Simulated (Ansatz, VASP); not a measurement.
**One calculation of CdSe, two programs**

```
CELL_PARAMETERS angstrom
0.00000 3.09809 3.09809
3.09809 0.00000 3.09809
3.09809 3.09809 0.00000
ATOMIC_POSITIONS crystal
Cd 0.00000 0.00000 0.00000
Se 0.25000 0.25000 0.25000
```

Change from the starting cell: volume scaled by 1, crystal datasets.

Alike in both runs: task single point; functional PBE; k mesh 11 × 11 × 11; occupations fermi-dirac, width 0.1 eV; no spin polarisation.

|  | VASP | Ansatz |
| --- | --- | --- |
| version | VASP 6.6.1 | Ansatz 0.2.0 |
| potentials or method | VASP PAW PBE potentials, release 64 (Cd, Se), cutoff 520 eV | all-electron PAW with datasets made for the crystal, scalar-relativistic |

```tsv
	VASP	Ansatz	Ansatz less VASP
pressure (GPa)	0.2	0.0	-0.23
```

Ansatz ran all-electron here, and VASP with PAW potentials.
